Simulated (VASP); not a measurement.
# MgF2 (Sellaite) (P4_2/mnm) in VASP: further runs

The runs below take MgF2 (Sellaite) through single point, relaxation of cell and atoms, with PBE.

Everything below comes from runs of VASP 6.6.1. Logs are shortened: lines on timing, memory, paths and dates and some standing lists are left out, and cuts for length are marked.

## 1. The cell of the first run

The structure is tetragonal, space group P4_2/mnm (No. 136). The conventional cell has a = 4.698 Å, b = 4.698 Å, c = 3.093 Å, α = 90.00°, β = 90.00°, γ = 90.00°. Mg (site symmetry mmm) has 6 F at 2.02 Å within 2.7 Å. Within 2.7 Å of F (site symmetry m2m) lie 3 Mg at 2.02 Å and 1 F at 2.61 Å.

## 2. Single point, PBE

The input, INCAR:

```
SYSTEM = MgF2
  ALGO = Normal
  EDIFF = 1E-7
  ENCUT = 520
  GGA = PE
  ISIF = 2
  ISMEAR = 0
  LASPH = .TRUE.
  LCHARG = .TRUE.
  LELF = .TRUE.
  LREAL = .FALSE.
  LVHAR = .TRUE.
  LWAVE = .FALSE.
  NBANDS = 25
  NELM = 100
  PREC = Accurate
  SIGMA = 0.02
```

The input, KPOINTS:

```
k-points
0
G
  6 6 8
  0 0 0
```

The input, POSCAR:

```
MgF2
1.0
    4.6975990457      0.0000000000      0.0000000000
    0.0000000000      4.6975990457      0.0000000000
    0.0000000000      0.0000000000      3.0930671097
Mg F
2 4
Direct
    0.0000000000      0.0000000000      0.0000000000
    0.5000000000      0.5000000000      0.5000000000
    0.3035643835      0.3035643835      0.0000000000
    0.1964356165      0.8035643835      0.5000000000
    0.6964356165      0.6964356165      0.0000000000
    0.8035643835      0.1964356165      0.5000000000
```

Potentials or basis: VASP PAW PBE potentials, release 64 (Mg, F).

Run with:

```
cat potpaw_PBE.64/Mg/POTCAR potpaw_PBE.64/F/POTCAR > POTCAR
mpirun -np 1 vasp_std > vasp.out
```

OUTCAR:

```text
SYSTEM = MgF2
   EDIFF = 1E-7
   ENCUT = 520
   GGA = PE
   ISIF = 2
   ISMEAR = 0
   LASPH = .TRUE.
   LREAL = .FALSE.
   NELM = 100
   PREC = Accurate

 ion  position               nearest neighbor table
   1  0.000  0.000  0.000-   3 2.02   5 2.02   4 2.02   6 2.02   4 2.02   6 2.02
   2  0.500  0.500  0.500-   4 2.02   6 2.02   5 2.02   3 2.02   3 2.02   5 2.02
   3  0.304  0.304  0.000-   1 2.02   2 2.02   2 2.02
   4  0.196  0.804  0.500-   2 2.02   1 2.02   1 2.02
   5  0.696  0.696  0.000-   1 2.02   2 2.02   2 2.02
   6  0.804  0.196  0.500-   2 2.02   1 2.02   1 2.02

  LATTYP: Found a simple tetragonal cell.
 ALAT       =     4.6975990457
 C/A-ratio  =     0.6584357412

  Lattice vectors:

 A1 = (   4.6975990457,   0.0000000000,   0.0000000000)
 A2 = (   0.0000000000,   4.6975990457,   0.0000000000)
 A3 = (   0.0000000000,   0.0000000000,   3.0930671097)

Analysis of symmetry for initial positions (statically):
=====================================================================
 Subroutine PRICEL returns:
 Original cell was already a primitive cell.

 Routine SETGRP: Setting up the symmetry group for a
 simple tetragonal supercell.

 Subroutine GETGRP returns: Found 16 space group operations
 (whereof  8 operations were pure point group operations)
 out of a pool of 16 trial point group operations.

The static configuration has the point symmetry D_2h.
 The point group associated with its full space group is D_4h.

Analysis of symmetry for dynamics (positions and initial velocities):
=====================================================================
 Subroutine PRICEL returns:
 Original cell was already a primitive cell.

 Routine SETGRP: Setting up the symmetry group for a
 simple tetragonal supercell.

 Subroutine GETGRP returns: Found 16 space group operations
 (whereof  8 operations were pure point group operations)
 out of a pool of 16 trial point group operations.

The dynamic configuration has the point symmetry D_2h.
 The point group associated with its full space group is D_4h.

 Subroutine INISYM returns: Found 16 space group operations
 (whereof  8 operations are pure point group operations),
 and found     1 'primitive' translations

----------------------------------------------------------------------------------------

                                     Primitive cell

  volume of cell :      68.2561

  direct lattice vectors                    reciprocal lattice vectors
     4.697599046  0.000000000  0.000000000     0.212874703  0.000000000  0.000000000
     0.000000000  4.697599046  0.000000000     0.000000000  0.212874703  0.000000000
     0.000000000  0.000000000  3.093067110     0.000000000  0.000000000  0.323303687

  length of vectors
     4.697599046  4.697599046  3.093067110     0.212874703  0.212874703  0.323303687

  position of ions in fractional coordinates (direct lattice)
     0.000000000  0.000000000  0.000000000
     0.500000000  0.500000000  0.500000000
     0.303564384  0.303564384  0.000000000
     0.196435616  0.803564384  0.500000000
     0.696435616  0.696435616  0.000000000
     0.803564384  0.196435616  0.500000000

  ion indices of the primitive-cell ions
   primitive index   ion index
                 1           1
                 2           2
                 3           3
                 4           4
                 5           5
                 6           6

----------------------------------------------------------------------------------------

 KPOINTS: k-points

Automatic generation of k-mesh.
 Grid dimensions read from file:
 generate k-points for:    6    6    8

 Generating k-lattice:

  Cartesian coordinates                     Fractional coordinates (reciprocal lattice)
     0.035479117  0.000000000  0.000000000     0.166666667  0.000000000  0.000000000
     0.000000000  0.035479117  0.000000000     0.000000000  0.166666667  0.000000000
     0.000000000  0.000000000  0.040412961     0.000000000  0.000000000  0.125000000

  Length of vectors
     0.035479117  0.035479117  0.040412961

  Shift w.r.t. Gamma in fractional coordinates (k-lattice)
     0.000000000  0.000000000  0.000000000

 Subroutine IBZKPT returns following result:
 ===========================================

 Found     50 irreducible k-points:

 Following reciprocal coordinates:
            Coordinates               Weight
  0.000000  0.000000  0.000000      1.000000
  0.166667  0.000000  0.000000      4.000000
  0.333333  0.000000  0.000000      4.000000
  0.500000  0.000000  0.000000      2.000000
  0.166667  0.166667  0.000000      4.000000
  0.333333  0.166667  0.000000      8.000000
[... 16 lines left out ...]
  0.333333  0.000000  0.250000      8.000000
  0.500000  0.000000  0.250000      4.000000
 [... further k-points ...]
   k-points           NKPTS =     50   k-points in BZ     NKDIM =     50   number of bands    NBANDS=     25
   number of dos      NEDOS =    301   number of ions     NIONS =      6
   total plane-waves  NPLWV =  31104
   dimension x,y,z NGX =    36 NGY =   36 NGZ =   24
   dimension x,y,z NGXF=    72 NGYF=   72 NGZF=   48
   ions per type =               2   4
   NGX,Y,Z   is equivalent  to a cutoff of  12.74, 12.74, 12.90 a.u.
   NGXF,Y,Z  is equivalent  to a cutoff of  25.48, 25.48, 25.80 a.u.
 SYSTEM =  MgF2
   PREC   = accura    normal or accurate (medium, high low for compatibility)
   ISTART =      0    job   : 0-new  1-cont  2-samecut
   ICHARG =      2    charge: 1-file 2-atom 10-const
   ISPIN  =      1    spin polarized calculation?
   LNONCOLLINEAR =      F non collinear calculations
   LSORBIT =      F    spin-orbit coupling
   LASPH  =      T    aspherical Exc in radial PAW
   ENCUT  =  520.0 eV  38.22 Ry    6.18 a.u.   8.73  8.73  5.75*2*pi/ulx,y,z
   NELM   =    100;   NELMIN=  2; NELMDL= -5     # of ELM steps
   EDIFF  = 0.1E-06   stopping-criterion for ELM
   LREAL  =      F    real-space projection
   EDIFFG = 0.1E-05   stopping-criterion for IOM
   NSW    =      0    number of steps for IOM
   IBRION =     -1    ionic relax: 0-MD 1-quasi-New 2-CG
   NFREE  =      0    steps in history (QN), initial steepest desc. (CG)
   ISIF   =      2    stress and relaxation
   ISYM   =      2    0-nonsym 1-usesym 2-fastsym
   POTIM  = 0.5000    time-step for ionic-motion
   TEBEG  =    0.0;   TEEND  =   0.0 temperature during run
   PSTRESS=    0.0 pullay stress
   NELECT =      32.0000    total number of electrons
   NUPDOWN=      -1.0000    fix difference up-down
   EMIN   =  10.00;   EMAX   =-10.00  energy-range for DOS
   EFERMI =   0.00;   METHOD = LEGACY
   ISMEAR =     0;   SIGMA  =   0.02  broadening in eV -4-tet -1-fermi 0-gaus
   EFERMI_NEDOS =   21; number of points for ismear=-14 and -15
   IALGO  =     38    algorithm
   IMIX   =      4    mixing-type and parameters
     AMIX     =   0.40;   BMIX     =  1.00
     AMIX_MAG =   1.60;   BMIX_MAG =  1.00
  volume/ion in A,a.u.               =      11.38        76.77
  Fermi-wavevector in a.u.,A,eV,Ry     =   1.271777  2.403311 22.006302  1.617418
  Thomas-Fermi vector in A             =   2.404692
   LORBIT       =      0    0 simple, 1 ext, 2 COOP (PROOUT), +10 PAW based schemes
   GGA     = PE    functional components
   LHFCALC =     F    Hartree Fock is set to
   AEXX    =    0.0000 exact exchange contribution
   IVDW    =     0    specifies the selected vdW correction
   LEPSILON=     F    determine dielectric tensor
   LRPA    =     F    only Hartree local field effects (RPA)
 non-spin polarized calculation
 Gauss-broadening in eV      SIGMA  =   0.02
  energy-cutoff  :      520.00
  volume of cell :       68.26
 maximum number of plane-waves:      1875
 NGX is ok and might be reduce to    36
   NGX = 17   NGY = 17   NGZ = 11

 number of electron      32.0000007 magnetization

 Free energy of the ion-electron system (eV)
  ---------------------------------------------------
  ext. energy  EPLUGINS =         0.00000000
  ---------------------------------------------------
  free energy    TOTEN  =       -31.54298704 eV

  energy without entropy =      -31.54298704  energy(sigma->0) =      -31.54298704

 E-fermi :  -1.3932     XC(G=0):  -9.5161

 val. band max:       -1.4757109775   @ k =   0.0000   0.0000   0.0000
 cond. band min:       5.3189957315   @ k =   0.0000   0.0000   0.0000
 fundamental gap:      6.7947067090
 Fermi energy:        -1.3932462932

 k-point     1 :       0.0000    0.0000    0.0000
  band No.  band energies     occupation
      1     -22.0632      2.00000
      2     -21.3395      2.00000
      3     -21.3395      2.00000
      4     -21.2604      2.00000
      5      -5.3853      2.00000
      6      -3.7953      2.00000
[... 17 lines left out ...]
     24      16.4524      0.00000
     25      16.4524      0.00000

 k-point     2 :       0.1667    0.0000    0.0000
  band No.  band energies     occupation
      1     -22.0227      2.00000
      2     -21.4193      2.00000
      3     -21.3282      2.00000
      4     -21.2372      2.00000
      5      -5.2873      2.00000
      6      -3.8093      2.00000
[... 17 lines left out ...]
     24      16.2105      0.00000
     25      16.6068      0.00000

 k-point     3 :       0.3333    0.0000    0.0000
  band No.  band energies     occupation
      1     -21.9101      2.00000
      2     -21.5724      2.00000
      3     -21.2985      2.00000
      4     -21.2360      2.00000
      5      -5.0252      2.00000
      6      -4.2471      2.00000
[... 17 lines left out ...]
     24      15.9643      0.00000
     25      16.4692      0.00000

 k-point     4 :       0.5000    0.0000    0.0000
  band No.  band energies     occupation
      1     -21.7489      2.00000
      2     -21.7489      2.00000
      3     -21.2625      2.00000
      4     -21.2625      2.00000
      5      -4.6636      2.00000
      6      -4.6636      2.00000
[... 17 lines left out ...]
     24      15.6635      0.00000
     25      16.6071      0.00000
[... 477 lines left out ...]
 k-point    22 :       0.1667    0.0000    0.2500
  band No.  band energies     occupation
      1     -21.8484      2.00000
      2     -21.3824      2.00000
      3     -21.2978      2.00000
      4     -21.2658      2.00000
      5      -4.9618      2.00000
      6      -3.8568      2.00000
[... 17 lines left out ...]
     24      15.5925      0.00000
     25      15.9981      0.00000

 k-point    23 :       0.3333    0.0000    0.2500
  band No.  band energies     occupation
      1     -21.7593      2.00000
      2     -21.4982      2.00000
      3     -21.2837      2.00000
      4     -21.2574      2.00000
      5      -4.7494      2.00000
      6      -4.1256      2.00000
[... 17 lines left out ...]
     24      14.8533      0.00000
     25      15.2629      0.00000

 k-point    24 :       0.5000    0.0000    0.2500
  band No.  band energies     occupation
      1     -21.6331      2.00000
      2     -21.6331      2.00000
      3     -21.2672      2.00000
      4     -21.2672      2.00000
      5      -4.4485      2.00000
      6      -4.4485      2.00000
[... 17 lines left out ...]
     24      14.2439      0.00000
     25      15.9107      0.00000

 [... further k-points ...]
[... 5 lines left out ...]
  --------------------------------------------------------------------------------------
  -------------------------------------------------------------------------------------
  Total       -0.3265933     -0.3265933     -0.3704116     -0.0000000      0.0000000      0.0000000
  in kB       -7.6661382     -7.6661382     -8.6946869     -0.0000000      0.0000000      0.0000000
  external PRESSURE =      -8.0089878 kB  Pullay stress =       0.0000000 kB

 VOLUME and BASIS-vectors are now :
 -----------------------------------------------------------------------------
  energy-cutoff  :      520.00
  volume of cell :       68.26
      direct lattice vectors                 reciprocal lattice vectors
     4.697599046  0.000000000  0.000000000     0.212874703  0.000000000  0.000000000
     0.000000000  4.697599046  0.000000000     0.000000000  0.212874703  0.000000000
     0.000000000  0.000000000  3.093067110     0.000000000  0.000000000  0.323303687

 POSITION                                       TOTAL-FORCE (eV/Angst)
 -----------------------------------------------------------------------------------
      0.00000      0.00000      0.00000        -0.000000      0.000000     -0.000000
      2.34880      2.34880      1.54653        -0.000000      0.000000     -0.000000
      1.42602      1.42602      0.00000         0.001108      0.001108     -0.000000
      0.92278      3.77482      1.54653        -0.001108      0.001108     -0.000000
      3.27158      3.27158      0.00000        -0.001108     -0.001108      0.000000
      3.77482      0.92278      1.54653         0.001108     -0.001108      0.000000
 -----------------------------------------------------------------------------------
    total drift:                                0.000000      0.000000      0.000000

  FREE ENERGIE OF THE ION-ELECTRON SYSTEM (eV)
  ---------------------------------------------------
  free  energy   TOTEN  =       -31.5429870373 eV

  energy  without entropy=      -31.5429870373  energy(sigma->0) =      -31.54298704
```

Run time: 26 s. Hardware: 1 thread of Intel Xeon 6975P-C (Granite Rapids), shared host; peak memory 0.21 GiB.

Results:

- Free energy: -31.5430 eV
- Pressure: -0.8 GPa
- Band gap on the k mesh: 6.79 eV, direct

Stress tensor (GPa, compression positive):
```
-0.77  0.00  0.00
 0.00 -0.77  0.00
 0.00  0.00 -0.87
```

(Part 1 of 2 ends here.)
